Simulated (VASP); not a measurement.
# ZnO (pbe) (P6_3mc) in VASP: a series of runs, part 2 of 2

VASP 6.6.1.

## Step 3: Single point, PBE

This run uses another cell than the first one, of 12.33 Å³/atom, 1.037 times its volume.

INCAR

```
SYSTEM = ZnO
ALGO = Normal
EDIFF = 1E-7
ENCUT = 520
GGA = PE
ISIF = 2
ISMEAR = 0
LASPH = .True.
LCHARG = .False.
LREAL = .False.
LWAVE = .False.
NBANDS = 26
NELM = 100
PREC = Accurate
SIGMA = 0.02
```

KPOINTS

```
k-points
0
Gamma
  9 9 6
  0 0 0
```

POSCAR

```
ZnO
1.0
    3.2799348158      0.0000000000      0.0000000000
   -1.6399674079      2.8405068733      0.0000000000
    0.0000000000      0.0000000000      5.2942009035
Zn O
2 2
Direct
    0.3333333333      0.6666666667      0.0019632212
    0.6666666667      0.3333333333      0.5019632212
    0.3333333333      0.6666666667      0.3810367788
    0.6666666667      0.3333333333      0.8810367788
```

Potentials or basis: VASP PAW PBE potentials, release 64 (Zn, O).

Command:

```
$ cat potpaw_PBE.64/Zn/POTCAR potpaw_PBE.64/O/POTCAR > POTCAR
$ mpirun -np 1 vasp_std > vasp.out
```

OUTCAR:

```text
SYSTEM = ZnO
   EDIFF = 1E-7
   ENCUT = 520
   GGA = PE
   ISIF = 2
   ISMEAR = 0
   LASPH = .True.
   LREAL = .False.
   NELM = 100
   PREC = Accurate

 ion  position               nearest neighbor table
   1  0.333  0.667  0.002-   4 2.00   4 2.00   4 2.00   3 2.01
   2  0.667  0.333  0.502-   3 2.00   3 2.00   3 2.00   4 2.01
   3  0.333  0.667  0.381-   2 2.00   2 2.00   2 2.00   1 2.01
   4  0.667  0.333  0.881-   1 2.00   1 2.00   1 2.00   2 2.01

  LATTYP: Found a hexagonal cell.
[... 895 lines left out ...]

  FORCE on cell =-STRESS in cart. coord.  units (eV):
  Direction    XX          YY          ZZ          XY          YZ          ZX
  --------------------------------------------------------------------------------------
  -------------------------------------------------------------------------------------
  Total        0.2611805      0.2611805      0.2610711      0.0000000     -0.0000000      0.0000000
  in kB        8.4837896      8.4837896      8.4802356      0.0000000     -0.0000000      0.0000000
  external PRESSURE =       8.4826049 kB  Pullay stress =       0.0000000 kB

 VOLUME and BASIS-vectors are now :
 -----------------------------------------------------------------------------
  energy-cutoff  :      520.00
  volume of cell :       49.32
      direct lattice vectors                 reciprocal lattice vectors
     3.279934816  0.000000000  0.000000000     0.304884108  0.176024922  0.000000000
    -1.639967408  2.840506873  0.000000000     0.000000000  0.352049843  0.000000000
     0.000000000  0.000000000  5.294200904     0.000000000  0.000000000  0.188885918

 POSITION                                       TOTAL-FORCE (eV/Angst)
 -----------------------------------------------------------------------------------
     -0.00000      1.89367      0.01039        -0.000000      0.000000      0.000501
      1.63997      0.94684      2.65749         0.000000     -0.000000      0.000501
     -0.00000      1.89367      2.01729        -0.000000      0.000000     -0.000501
      1.63997      0.94684      4.66439         0.000000      0.000000     -0.000501
 -----------------------------------------------------------------------------------
    total drift:                               -0.000001     -0.000001     -0.001633

  FREE ENERGIE OF THE ION-ELECTRON SYSTEM (eV)
  ---------------------------------------------------
  free  energy   TOTEN  =       -17.8609518905 eV

  energy  without entropy=      -17.8609518905  energy(sigma->0) =      -17.86095189
```

OSZICAR:

```text
N       E                     dE             d eps       ncg     rms          rms(c)
DAV:   1     0.295654952705E+03    0.29565E+03   -0.18113E+04  2528   0.200E+03
DAV:   2     0.114235893540E+02   -0.28423E+03   -0.26697E+03  2634   0.410E+02
DAV:   3    -0.204586897829E+02   -0.31882E+02   -0.31459E+02  2734   0.140E+02
DAV:   4    -0.211021165617E+02   -0.64343E+00   -0.64197E+00  2762   0.205E+01
DAV:   5    -0.211053603560E+02   -0.32438E-02   -0.32436E-02  2686   0.150E+00    0.141E+01
DAV:   6    -0.176983956075E+02    0.34070E+01   -0.67626E+00  3968   0.626E+01    0.848E+00
DAV:   7    -0.178997062490E+02   -0.20131E+00   -0.29321E+00  2602   0.172E+01    0.511E+00
DAV:   8    -0.179086126577E+02   -0.89064E-02   -0.51792E-01  3544   0.735E+00    0.163E+00
DAV:   9    -0.178583179405E+02    0.50295E-01   -0.10342E-01  3608   0.631E+00    0.298E-01
DAV:  10    -0.178608169540E+02   -0.24990E-02   -0.35349E-02  2528   0.133E+00    0.124E-01
DAV:  11    -0.178609308064E+02   -0.11385E-03   -0.68591E-04  2706   0.478E-01    0.451E-02
DAV:  12    -0.178609442875E+02   -0.13481E-04   -0.19633E-04  3258   0.409E-01    0.157E-02
DAV:  13    -0.178609566417E+02   -0.12354E-04   -0.38039E-05  2746   0.966E-02    0.187E-02
DAV:  14    -0.178609522306E+02    0.44111E-05   -0.16543E-05  2758   0.352E-02    0.192E-03
DAV:  15    -0.178609520440E+02    0.18651E-06   -0.11081E-06  2564   0.895E-03    0.747E-04
DAV:  16    -0.178609519299E+02    0.11412E-06   -0.95632E-09  1494   0.111E-03    0.496E-04
DAV:  17    -0.178609518905E+02    0.39432E-07   -0.13987E-08  1266   0.243E-03
   1 F= -.17860952E+02 E0= -.17860952E+02  d E =-.191336E-18
```

stdout:

```text
POSCAR found type information on POSCAR ZnO
 POSCAR found :  2 types and       4 ions
 scaLAPACK will be used
 LDA part: xc-table for (Slater+PW92), standard interpolation
 POSCAR, INCAR and KPOINTS ok, starting setup
 FFT: planning ... GRIDC
 FFT: planning ... GRID_SOFT
 FFT: planning ... GRID
 WAVECAR not read
 entering main loop
```

Wall time 50 s (1 thread of Intel Xeon Platinum 8375C at 2.90GHz (Ice Lake), shared host); peak memory 0.19 GiB.

What came out:

```
Free energy            : -17.8610 eV
Pressure               : 0.8 GPa
Band gap on the k mesh : 0.73 eV, direct
```

## Step 4: Single point, PBE

This run uses another cell than the first one, of 12.33 Å³/atom, 1.037 times its volume.

INCAR is that of step 3.

KPOINTS is that of step 3.

POSCAR

```
ZnO
1.0
    3.2799348185      0.0000000000      0.0000000000
   -1.6399674092      2.8405068756      0.0000000000
    0.0000000000      0.0000000000      5.2942009060
Zn O
2 2
Direct
    0.3333333333      0.6666666667      0.0019632210
    0.6666666667      0.3333333333      0.5019632210
    0.3333333333      0.6666666667      0.3810367790
    0.6666666667      0.3333333333      0.8810367790
```

Command:

```
$ cat potpaw_PBE.64/Zn/POTCAR potpaw_PBE.64/O/POTCAR > POTCAR
$ mpirun -np 1 vasp_std > vasp.out
```

It took 37 s on 1 thread of Intel Xeon 6975P-C, shared host; peak memory 0.19 GiB.

Results (log left out):

```yaml
Free_energy: -17.8610 eV
Pressure: 0.8 GPa
Band_gap_on_the_k_mesh: 0.73 eV, direct
```

Levels at points of the mesh, in eV from the valence-band top:
```
           k point  band 16  band 17  band 18  band 19  band 20  band 21
(0.00, 0.00, 0.00)    -0.08     0.00     0.00     0.73     5.09     8.07
(0.00, 0.00, 0.50)    -0.37    -0.37    -0.37     3.36     3.36     9.91
```

## Step 5: Single point, PBE

INCAR

```
SYSTEM = ZnO
ALGO = Normal
EDIFF = 1E-6
ENCUT = 910
GGA = PE
GGA_COMPAT = .False.
ISIF = 2
ISMEAR = 0
LASPH = .True.
LCHARG = .True.
LELF = .True.
LREAL = .False.
LVHAR = .True.
LWAVE = .False.
NBANDS = 26
NELM = 120
PREC = Accurate
SIGMA = 0.1
```

KPOINTS

```
k-points
0
Gamma
  6 6 4
  0 0 0
```

POSCAR

```
ZnO
1.0
    3.2494000000      0.0000000000      0.0000000000
   -1.6247000000      2.8140629500      0.0000000000
    0.0000000000      0.0000000000      5.2038000000
Zn O
2 2
Direct
    0.3333333300      0.6666666700      0.0000000000
    0.6666666700      0.3333333300      0.5000000000
    0.3333333300      0.6666666700      0.3830000000
    0.6666666700      0.3333333300      0.8830000000
```

Potentials or basis: VASP PAW PBE potentials, release 64 (Zn, O_h).

Command:

```
$ cat potpaw_PBE.64/Zn/POTCAR potpaw_PBE.64/O_h/POTCAR > POTCAR
$ mpirun -np 1 vasp_std > vasp.out
```

Run time: 53 s. Hardware: 1 thread of Intel Xeon Platinum 8488C (Sapphire Rapids), shared host; peak memory 0.25 GiB.

Results (log left out):

- Free energy: -17.8329 eV
- Pressure: 5.7 GPa
- Largest force: 0.062 eV/Å
- Band gap on the k mesh: 0.79 eV, direct

Forces on the atoms (eV/Å):
```
Zn   0.000  0.000  0.062
Zn   0.000  0.000  0.062
O    0.000  0.000 -0.062
O    0.000  0.000 -0.062
```

Stress tensor (GPa, compression positive):
```
5.75 0.00 0.00
0.00 5.75 0.00
0.00 0.00 5.54
```

Levels at points of the mesh, in eV from the valence-band top:
| k point | band 15 | band 16 | band 17 | band 18 | band 19 | band 20 | band 21 | band 22 |
| --- | --- | --- | --- | --- | --- | --- | --- | --- |
| (0.00, 0.00, 0.00) | -0.78 | -0.10 | 0.00 | 0.00 | 0.79 | 5.18 | 8.25 | 12.84 |
| (0.50, 0.00, 0.00) | -2.81 | -2.27 | -1.27 | -0.87 | 5.77 | 6.86 | 7.64 | 8.47 |
| (0.00, 0.00, 0.50) | -0.38 | -0.38 | -0.38 | -0.38 | 3.46 | 3.46 | 10.09 | 10.09 |
| (0.50, 0.00, 0.50) | -1.53 | -1.53 | -1.34 | -1.34 | 5.72 | 5.72 | 8.43 | 8.43 |

Caveat: the cutoff is under 1.25 times the usual one of these potentials, so pressure, stress and relaxed cells hold a basis-set (Pulay) error.

## Step 6: The runs side by side

| potentials or basis | cell | k mesh | cutoff (eV) | smearing | second run | gap on the mesh (eV) | pressure (GPa) | largest force (eV/Å) |
| --- | --- | --- | --- | --- | --- | --- | --- | --- |
| VASP PAW PBE potentials, release 64 (Zn, O) | a = 3.249, b = 3.249, c = 5.204 Å, angles 90.0, 90.0, 120.0°, 4 atoms | 6 × 6 × 4 | 520 | gaussian 0.1 eV | - | 0.79 | 6.0 | 0.06 |
| VASP PAW PBE potentials, release 64 (Zn, O) | a = 3.280, b = 3.280, c = 5.294 Å, angles 90.0, 90.0, 120.0°, 4 atoms | 9 × 9 × 6 | 520 | gaussian 0.02 eV | - | 0.73 | 0.8 | - |
| VASP PAW PBE potentials, release 64 (Zn, O_h) | a = 3.249, b = 3.249, c = 5.204 Å, angles 90.0, 90.0, 120.0°, 4 atoms | 6 × 6 × 4 | 910 | gaussian 0.1 eV | hard_potentials | 0.79 | 5.7 | 0.06 |

Alike in all rows: task single point; level PBE; no spin polarisation.

Caveats: the cutoff is under 1.25 times the usual one of these potentials, so pressure, stress and relaxed cells hold a basis-set (Pulay) error (some runs).

Absolute energies hang on the potentials; compare differences alone.

## Step 7: Comparison with measurements

Step 3. Measured gap of ZnO: 3.37 eV (quoted in “Electronic structure of alkaline earth and post-transition metal oxides”, 2009, arxiv:0908.1581). This calculation gives 0.73 eV (-2.64 eV). So large a miss can be the level of theory's own, or it may mean another phase, state or a wrong row. The value is that of PBE, without temperature or zero-point motion. Semilocal functionals fall short of measured gaps as a rule.

Step 4. Against the measured gap of ZnO, 3.37 eV (quoted in “Electronic structure of alkaline earth and post-transition metal oxides”, 2009, arxiv:0908.1581), the calculated 0.73 eV is off by -2.64 eV. So large a miss can be the level of theory's own, or it may mean another phase, state or a wrong row. The value is that of PBE, without temperature or zero-point motion. Semilocal functionals fall short of measured gaps as a rule.
